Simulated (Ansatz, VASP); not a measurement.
# One calculation of ZnSe, two programs

Contents of INCAR:

```
PREC = Accurate ; ENCUT = 520
EDIFF = 1E-6 ; ISMEAR = -1
SIGMA = 0.08 ; LREAL = F
LASPH = T ; NELM = 100
ALGO = Normal ; ISIF = 2
LWAVE = F ; LCHARG = F
GGA = CA ; NBANDS = 16
```

File KPOINTS:

```
regular mesh
0
Gamma
  11 11 11
```

Contents of POSCAR:

```
ZnSe
1.0
    0.0000000000      2.7839022724      2.7839022724
    2.7839022724      0.0000000000      2.7839022724
    2.7839022724      2.7839022724      0.0000000000
Zn Se
1 1
Direct
    0.0000000000      0.0000000000      0.0000000000
    0.2500000000      0.2500000000      0.2500000000
```

Input for Ansatz:

```yaml
crystal:
  lattice:
    - [0.0, 2.7839022724, 2.7839022724]
    - [2.7839022724, 0.0, 2.7839022724]
    - [2.7839022724, 2.7839022724, 0.0]
  atoms:
    - { symbol: Zn, position: [0.0, 0.0, 0.0] }
    - { symbol: Se, position: [0.25, 0.25, 0.25] }
kpoints:
  mp_grid: { grid: [11, 11, 11] }
  band_path:
    path:
      - [0.0, 0.0, 0.0]
      - [-0.5, -0.5, 0.0]
      - [-0.375, -0.375, 0.25]
      - [-0.375, 0.0, 0.375]
      - [0.0, 0.0, 0.0]
      - [0.0, 0.0, 0.5]
      - [-0.5, -0.25, 0.25]
      - [-0.5, -0.5, 0.0]
    npoints: 8
scf:
  occupations: { method: fermi_dirac, width: 0.08 }
hamiltonian:
  xc: lda
  pseudopotentials: { kind: paw }
output:
  forces: true
  stress: true
  eigenvalues: true
  populations: true
  dos: { projected: true, de: 0.2, e_range: [-14, 8] }
  write_density: true
  write_potential: true
  elf: true
  volumetric_format: npy
```

Change from the starting cell: volume scaled by 1, PAW files.

Alike in both runs: task single point; functional LDA; k mesh 11 × 11 × 11; occupations fermi-dirac, width 0.08 eV; no spin polarisation.

|  | VASP | Ansatz |
| --- | --- | --- |
| version | VASP 6.6.1 | Ansatz 0.2.0 |
| potentials or method | VASP PAW LDA potentials, release 64 (Zn, Se) | PAW with Ansatz's default frozen-core files, scalar-relativistic |
| plane-wave cutoff (eV) | 520 | 420 |
| valence electrons in the cell | 18 | 28 |

|  | VASP | Ansatz | Ansatz less VASP |
| --- | --- | --- | --- |
| pressure (GPa) | 0.4 | 0.0 | -0.37 |

LDA's correlation is that of Perdew and Zunger in VASP and of Perdew and Wang (1992) in Ansatz. VASP's potentials hold 18 valence electrons a cell and Ansatz's 28, so a difference there can come from the potentials and not from the codes.
